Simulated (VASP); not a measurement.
## K: single point with PBEsol

Crystal: K.

```
CELL_PARAMETERS angstrom
3.26053 0.00000 0.00000
0.00000 3.26053 0.00000
0.00000 0.00000 3.26053
ATOMIC_POSITIONS crystal
K 0.00000 0.00000 0.00000
```

This cell differs from its parent crystal: volume scaled by 0.45.

| Quantity | Value |
| --- | --- |
| Program | VASP 6.6.1 |
| Task | single point |
| Functional | PBEsol |
| Potentials or basis | VASP PAW PBE potentials, release 64 (K_sv) |
| Cutoff | 520 eV |
| k mesh | 9 × 9 × 9 |
| Occupations | fermi-dirac, width 0.1 eV |
| Spin | no spin polarisation |

```json
{"Pressure": "8.8 GPa"}
```

Levels at points of the mesh, in eV from the Fermi level:
| k point | band 2 | band 3 | band 4 | band 5 | band 6 | band 7 | band 8 | band 9 |
| --- | --- | --- | --- | --- | --- | --- | --- | --- |
| (0.00, 0.00, 0.00) | -15.44 | -15.44 | -15.44 | -3.14 | 2.49 | 2.49 | 8.33 | 8.33 |

Run time: 4.2 s on 1 thread of Intel(R) Xeon(R) 6975P-C (Granite Rapids), with other jobs on the host, peak memory 0.13 GiB.

Caveat: the PAW data sets were made with another functional, which shifts forces and pressure a little.
